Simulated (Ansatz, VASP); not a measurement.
**Two plane-wave programs on Tl**

The input INCAR:

```
SYSTEM = Tl
PREC = Accurate
ENCUT = 520
EDIFF = 1E-7
ISMEAR = 0
SIGMA = 0.15
LREAL = .False.
LASPH = .True.
NELM = 60
ALGO = Fast
ISIF = 2
LWAVE = .False.
LCHARG = .True.
GGA = PS
LELF = .True.
LVHAR = .True.
NBANDS = 12
```

The input KPOINTS:

```
Automatic mesh
0
Gamma
  18 18 18
  0 0 0
```

Contents of POSCAR:

```
Tl
1.0
   -1.9312950000      1.9410000000      1.9312950000
    1.9507050000     -1.9410000000      1.9507050000
    1.9312950000      1.9410000000     -1.9312950000
Tl
1
Direct
    0.0000000000      0.0000000000      0.0000000000
```

Input for Ansatz:

```yaml
crystal:
  lattice:
    - [-1.931295, 1.941, 1.931295]
    - [1.950705, -1.941, 1.950705]
    - [1.931295, 1.941, -1.931295]
  atoms:
    - { symbol: Tl, position: [0.0, 0.0, 0.0] }
basis:
  ecutwfc: 420
kpoints:
  mp_grid: { grid: [18, 18, 18] }
hamiltonian:
  xc: pbesol
scf:
  occupations: { method: gaussian, width: 0.15 }
output:
  forces: true
  stress: true
  eigenvalues: true
```

Change from the starting cell: strain +0.0100 x Voigt [0, 0, 0, 0, 1, 0], atoms carried along.

Alike in both runs: task single point; functional PBEsol; k mesh 18 × 18 × 18; occupations gaussian, width 0.15 eV; no spin polarisation.

|  | VASP | Ansatz |
| --- | --- | --- |
| version | VASP 6.6.1 | Ansatz 0.2.0 |
| potentials or method | VASP PAW PBE potentials, release 64 (Tl_d), cutoff 520 eV | scalar-relativistic, plane waves, PAW |
| valence electrons in the cell | 13 | 13 |

```csv
,VASP,Ansatz,Ansatz less VASP
gap on the k mesh at the Fermi level (eV),none,none,-
pressure (GPa),-0.9,-0.8,+0.05
"traceless stress, the component that is largest in VASP (GPa)",-0.17,-0.17,-0.001
```

VASP's potentials were made for PBE, not for PBEsol. A gap of «none» marks a metal or a gap that the smearing closes.

Neither program's run includes spin-orbit coupling.
